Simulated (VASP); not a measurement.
# Bi (Im-3m) in VASP: a series of runs

Runs on Bi. Level: PBE. Tasks: single point, relaxation of cell and atoms.

Everything below comes from runs of VASP 6.6.1. Logs are shortened: lines on timing, memory, paths and dates and some standing lists are left out, and cuts for length are marked.

## 1. The cell of the first run

The structure is cubic, space group Im-3m (No. 229). The conventional cell has a = 3.347 Å, b = 3.347 Å, c = 3.347 Å, α = 90.00°, β = 90.00°, γ = 90.00°. Within 3.8 Å of Bi (site symmetry m-3m) lie 14 Bi at 2.90 to 3.35 Å.

This isn't the form of Bi at room conditions, which is rhombohedral.

## 2. Single point, PBE

Input file INCAR:

```
SYSTEM = Bi
ALGO = Normal ; EDIFF = 1E-6
ENCUT = 520 ; GGA = PE
ISIF = 2 ; ISMEAR = -1
LASPH = .True. ; LCHARG = .False.
LREAL = .False. ; LWAVE = .False.
NBANDS = 14 ; NELM = 80
PREC = Accurate ; SIGMA = 0.08
```

Input file KPOINTS:

```
k-points
0
Gamma
  16 16 16
  0 0 0
```

Input file POSCAR:

```
Bi
1.0
   -1.6736824967      1.6736824967      1.6736824967
    1.6736824967     -1.6736824967      1.6736824967
    1.6736824967      1.6736824967     -1.6736824967
Bi
1
Direct
    0.0000000000      0.0000000000      0.0000000000
```

Potentials or basis: VASP PAW PBE potentials, release 64 (Bi_d).

On the command line:

```sh
cat potpaw_PBE.64/Bi_d/POTCAR > POTCAR
mpirun -np 1 vasp_std > vasp.out
```

OUTCAR:

```text
SYSTEM = Bi
   EDIFF = 1E-6
   ENCUT = 520
   GGA = PE
   ISIF = 2
   ISMEAR = -1
   LASPH = .True.
   LREAL = .False.
   NELM = 80
   PREC = Accurate

 ion  position               nearest neighbor table
   1  0.000  0.000  0.000-

  LATTYP: Found a body centered cubic cell.
 ALAT       =     3.3473649934

  Lattice vectors:

 A1 = (  -1.6736824967,   1.6736824967,   1.6736824967)
 A2 = (   1.6736824967,  -1.6736824967,   1.6736824967)
 A3 = (   1.6736824967,   1.6736824967,  -1.6736824967)

Analysis of symmetry for initial positions (statically):
=====================================================================
 Subroutine PRICEL returns:
 Original cell was already a primitive cell.

 Routine SETGRP: Setting up the symmetry group for a
 body centered cubic supercell.

 Subroutine GETGRP returns: Found 48 space group operations
 (whereof 48 operations were pure point group operations)
 out of a pool of 48 trial point group operations.

The static configuration has the point symmetry O_h .

Analysis of symmetry for dynamics (positions and initial velocities):
=====================================================================
 Subroutine PRICEL returns:
 Original cell was already a primitive cell.

 Routine SETGRP: Setting up the symmetry group for a
 body centered cubic supercell.

 Subroutine GETGRP returns: Found 48 space group operations
 (whereof 48 operations were pure point group operations)
 out of a pool of 48 trial point group operations.

The dynamic configuration has the point symmetry O_h .

 Subroutine INISYM returns: Found 48 space group operations
 (whereof 48 operations are pure point group operations),
 and found     1 'primitive' translations

----------------------------------------------------------------------------------------

                                     Primitive cell

  volume of cell :      18.7534

  direct lattice vectors                    reciprocal lattice vectors
    -1.673682497  1.673682497  1.673682497     0.000000000  0.298742444  0.298742444
     1.673682497 -1.673682497  1.673682497     0.298742444  0.000000000  0.298742444
     1.673682497  1.673682497 -1.673682497     0.298742444  0.298742444  0.000000000

  length of vectors
     2.898903120  2.898903120  2.898903120     0.422485616  0.422485616  0.422485616

[... 83 lines left out ...]
   NFREE  =      0    steps in history (QN), initial steepest desc. (CG)
   ISIF   =      2    stress and relaxation
   ISYM   =      2    0-nonsym 1-usesym 2-fastsym
   POTIM  = 0.5000    time-step for ionic-motion
   TEBEG  =    0.0;   TEEND  =   0.0 temperature during run
   PSTRESS=    0.0 pullay stress
   NELECT =      15.0000    total number of electrons
   NUPDOWN=      -1.0000    fix difference up-down
   EMIN   =  10.00;   EMAX   =-10.00  energy-range for DOS
   EFERMI =   0.00;   METHOD = LEGACY
   ISMEAR =    -1;   SIGMA  =   0.08  broadening in eV -4-tet -1-fermi 0-gaus
   EFERMI_NEDOS =   21; number of points for ismear=-14 and -15
   IALGO  =     38    algorithm
   IMIX   =      4    mixing-type and parameters
     AMIX     =   0.40;   BMIX     =  1.00
     AMIX_MAG =   1.60;   BMIX_MAG =  1.00
  volume/ion in A,a.u.               =      18.75       126.55
  Fermi-wavevector in a.u.,A,eV,Ry     =   1.519657  2.871735 31.420706  2.309357
  Thomas-Fermi vector in A             =   2.628613
   LORBIT       =      0    0 simple, 1 ext, 2 COOP (PROOUT), +10 PAW based schemes
   GGA     = PE    functional components
   LHFCALC =     F    Hartree Fock is set to
   AEXX    =    0.0000 exact exchange contribution
   IVDW    =     0    specifies the selected vdW correction
   LEPSILON=     F    determine dielectric tensor
   LRPA    =     F    only Hartree local field effects (RPA)
 non-spin polarized calculation
  energy-cutoff  :      520.00
  volume of cell :       18.75
 maximum number of plane-waves:       531
 NGX is ok and might be reduce to    24
   NGX = 11   NGY = 11   NGZ = 11

 number of electron      15.0000002 magnetization

 Free energy of the ion-electron system (eV)
  ---------------------------------------------------
  ext. energy  EPLUGINS =         0.00000000
  ---------------------------------------------------
  free energy    TOTEN  =        -1.50623376 eV

  energy without entropy =       -1.49901979  energy(sigma->0) =       -1.50262677

 E-fermi :  16.1287     XC(G=0): -12.9575

 val. band max:       16.0707032425   @ k =  -0.3750   0.4375   0.3125
 cond. band min:      16.2000911628   @ k =   0.5000   0.5000   0.1875
 fundamental gap:      0.1293879203
 Fermi energy:        16.1286525015

 k-point     1 :       0.0000    0.0000    0.0000
  band No.  band energies     occupation
      1      -8.0401      2.00000
      2      -8.0401      2.00000
      3      -8.0401      2.00000
      4      -7.4498      2.00000
      5      -7.4498      2.00000
      6      -2.4341      2.00000
      7      25.9358      0.00000
      8      25.9358      0.00000
      9      25.9358      0.00000
     10      25.9994      0.00000
     11      25.9994      0.00000
     12      25.9994      0.00000
     13      31.5443      0.00000
     14      31.5443      0.00000
[... 377 lines left out ...]
      1      -8.1609      2.00000
      2      -7.9497      2.00000
      3      -7.5446      2.00000
      4      -7.5138      2.00000
      5      -7.3238      2.00000
      6       2.1723      2.00000
      7      12.1820      2.00000
      8      15.4739      1.99944
      9      20.1907      0.00000
     10      26.3726      0.00000
     11      27.8547      0.00000
     12      30.6994      0.00000
     13      33.1214      0.00000
     14      33.6696      0.00000

 [... further k-points ...]

------------------------ aborting loop because EDIFF is reached ----------------------------------------

  FORCE on cell =-STRESS in cart. coord.  units (eV):
  Direction    XX          YY          ZZ          XY          YZ          ZX
  --------------------------------------------------------------------------------------
  -------------------------------------------------------------------------------------
  Total       10.7578627     10.7578627     10.7578627     -0.0000000      0.0000000     -0.0000000
  in kB      919.0885699    919.0885699    919.0885699     -0.0000000      0.0000000     -0.0000000
  external PRESSURE =     919.0885699 kB  Pullay stress =       0.0000000 kB

 VOLUME and BASIS-vectors are now :
 -----------------------------------------------------------------------------
  energy-cutoff  :      520.00
  volume of cell :       18.75
      direct lattice vectors                 reciprocal lattice vectors
    -1.673682497  1.673682497  1.673682497     0.000000000  0.298742444  0.298742444
     1.673682497 -1.673682497  1.673682497     0.298742444  0.000000000  0.298742444
     1.673682497  1.673682497 -1.673682497     0.298742444  0.298742444  0.000000000

 POSITION                                       TOTAL-FORCE (eV/Angst)
 -----------------------------------------------------------------------------------
      0.00000      0.00000      0.00000         0.000000     -0.000000     -0.000000
 -----------------------------------------------------------------------------------
    total drift:                                0.000000      0.000000      0.000000

  FREE ENERGIE OF THE ION-ELECTRON SYSTEM (eV)
  ---------------------------------------------------
  free  energy   TOTEN  =        -1.5062337607 eV

  energy  without entropy=       -1.4990197888  energy(sigma->0) =       -1.50262677
```

OSZICAR:

```text
N       E                     dE             d eps       ncg     rms          rms(c)
DAV:   1     0.113889756744E+03    0.11389E+03   -0.75967E+03  4126   0.146E+03
DAV:   2     0.402873389790E+01   -0.10986E+03   -0.10551E+03  4390   0.357E+02
DAV:   3    -0.144419012222E+01   -0.54729E+01   -0.54481E+01  5136   0.757E+01
DAV:   4    -0.154666647563E+01   -0.10248E+00   -0.10245E+00  4960   0.103E+01
DAV:   5    -0.155040394583E+01   -0.37375E-02   -0.37374E-02  5556   0.190E+00    0.115E+00
DAV:   6    -0.152205004650E+01    0.28354E-01   -0.78236E-03  6178   0.146E+00    0.632E-01
DAV:   7    -0.150656465477E+01    0.15485E-01   -0.71311E-03  6254   0.137E+00    0.755E-02
DAV:   8    -0.150625293178E+01    0.31172E-03   -0.44220E-04  5392   0.323E-01    0.104E-02
DAV:   9    -0.150623855541E+01    0.14376E-04   -0.15854E-05  5166   0.722E-02    0.653E-03
DAV:  10    -0.150623386589E+01    0.46895E-05   -0.91679E-07  4006   0.136E-02    0.629E-04
DAV:  11    -0.150623376065E+01    0.10524E-06   -0.32498E-07  2888   0.872E-03
   1 F= -.15062338E+01 E0= -.15026268E+01  d E =-.721397E-02
```

stdout:

```text
POSCAR found type information on POSCAR Bi
 POSCAR found :  1 types and       1 ions
 scaLAPACK will be used
 LDA part: xc-table for (Slater+PW92), standard interpolation
 POSCAR, INCAR and KPOINTS ok, starting setup
 FFT: planning ... GRIDC
 FFT: planning ... GRID_SOFT
 FFT: planning ... GRID
 WAVECAR not read
 entering main loop
```

Wall time 33 s (1 thread of Intel Xeon 8259CL, shared host); peak memory 0.16 GiB.

Results:

| Property | Result |
| --- | --- |
| Free energy | -1.5062 eV |
| Pressure | 91.9 GPa |
| Band gap on the k mesh | zero (an odd number of electrons rules out a gap without spin polarisation) |

Caveat: the cell stands under pressure; spin-orbit coupling is left out, which moves the levels of the heavy elements.

## 3. Relaxation of cell and atoms, PBE, target pressure 92 GPa, at which the enthalpy is minimised

Input file INCAR:

```
SYSTEM = Bi
PREC = Accurate ; ENCUT = 600
EDIFF = 1E-6 ; ISMEAR = -1
SIGMA = 0.08 ; LREAL = .False.
LASPH = .True. ; NELM = 100
ALGO = Normal ; ISIF = 3
LWAVE = .False. ; LCHARG = .False.
GGA = PE ; IBRION = 2
NSW = 60 ; EDIFFG = -0.005
PSTRESS = 920.0
```

Input file KPOINTS:

```
Automatic mesh
0
Gamma
  16 16 16
  0 0 0
```

Input file POSCAR:

```
Bi
1.0
   -1.6740184736      1.6740184736      1.6740184736
    1.6740184736     -1.6740184736      1.6740184736
    1.6740184736      1.6740184736     -1.6740184736
Bi
1
Direct
    0.0000000000      0.0000000000      0.0000000000
```

Potentials or basis: VASP PAW PBE potentials, release 64 (Bi_d).

On the command line:

```sh
cat potpaw_PBE.64/Bi_d/POTCAR > POTCAR
mpirun -np 1 vasp_std > vasp.out
```

It took 54 s on 1 thread of Intel Xeon 8259CL, shared host; peak memory 0.17 GiB.

Results (log left out):

| Property | Result |
| --- | --- |
| Free energy | -1.5066 eV |
| Relaxed volume | 18.75 Å³/atom |
| Relaxed cell | a = 2.899 Å, b = 2.899 Å, c = 2.899 Å, α = 109.47°, β = 109.47°, γ = 109.47° |
| Space group after relaxing (to 0.1 Å) | Im-3m (No. 229) |
| Energy change on relaxing (the run minimises the enthalpy) | +6.3 meV/atom |
| Ionic steps | 3 |
| Pressure after relaxing | 92.0 GPa |
| Band gap on the k mesh | zero (an odd number of electrons rules out a gap without spin polarisation) |

Step by step:
```csv
step,energy change (eV),largest force (eV/Å),pressure (GPa),volume (Å³)
1,0.0000,0.0000,91.75,18.76
2,0.0453,0.0000,93.46,18.69
3,0.0063,0.0000,91.97,18.75
```

Final structure:
```yaml
crystal:
  lattice:
    - [-1.67369, 1.67369, 1.67369]
    - [1.67369, -1.67369, 1.67369]
    - [1.67369, 1.67369, -1.67369]
  atoms:
    - { symbol: Bi, position: [0.00000, 0.00000, 0.00000] }
```

Levels at points of the mesh, in eV from the Fermi level:
```tsv
k point	band 4	band 5	band 6	band 7	band 8	band 9	band 10	band 11
(0.00, 0.00, 0.00)	-23.58	-23.58	-18.56	9.81	9.81	9.81	9.87	9.87
(0.50, 0.00, 0.00)	-23.59	-23.20	-11.53	-8.94	2.57	4.11	8.53	9.34
(0.50, 0.50, 0.50)	-23.29	-23.29	-6.12	-3.41	-3.41	-3.41	3.15	3.15
```

Caveat: the cell is relaxed towards a set pressure, so the run minimises the enthalpy, not the energy; spin-orbit coupling is left out, which moves the levels of the heavy elements.

## 4. Relaxation of cell and atoms, PBE, target pressure 92 GPa, at which the enthalpy is minimised

Input file INCAR:

```
ALGO = Normal
EDIFF = 1E-6
EDIFFG = -0.005
ENCUT = 600
GGA = PE
IBRION = 2
ISIF = 3
ISMEAR = -1
LASPH = True
LCHARG = False
LREAL = False
LWAVE = False
NELM = 80
NSW = 32
PREC = Accurate
PSTRESS = 920.0
SIGMA = 0.08
```

Input file KPOINTS:

```
k-points
0
Gamma
  16 16 16
```

Input file POSCAR:

```
Bi
1.0
   -1.6736824967      1.6736824967      1.6736824967
    1.6736824967     -1.6736824967      1.6736824967
    1.6736824967      1.6736824967     -1.6736824967
Bi
1
Direct
    0.0000000000      0.0000000000      0.0000000000
```

On the command line:

```sh
cat potpaw_PBE.64/Bi_d/POTCAR > POTCAR
mpirun -np 1 vasp_std > vasp.out
```

Wall time 28 s (1 thread of Intel Xeon 8259CL, shared host); peak memory 0.16 GiB.

The run converged. Its results:

```yaml
Free_energy: -1.5064 eV
Pressure_after_relaxing: 92.0 GPa
Band_gap_on_the_k_mesh: zero (an odd number of electrons rules out a gap without spin polarisation)
```

Final structure:
```
CELL_PARAMETERS angstrom
-1.67368 1.67368 1.67368
1.67368 -1.67368 1.67368
1.67368 1.67368 -1.67368
ATOMIC_POSITIONS crystal
Bi 0.00000 0.00000 0.00000
```

Levels at points of the mesh, in eV from the Fermi level:
```
           k point  band 6  band 7  band 8  band 9  band 10  band 11
(0.00, 0.00, 0.00)  -18.56    9.81    9.81    9.81     9.87     9.87
(0.50, 0.00, 0.00)  -11.53   -8.94    2.57    4.11     8.53     9.34
(0.50, 0.50, 0.50)   -6.12   -3.41   -3.41   -3.41     3.15     3.15
```

Caveat: the relaxation stopped at its first step, so nothing moved; the cell is relaxed towards a set pressure, so the run minimises the enthalpy, not the energy; spin-orbit coupling is left out, which moves the levels of the heavy elements.
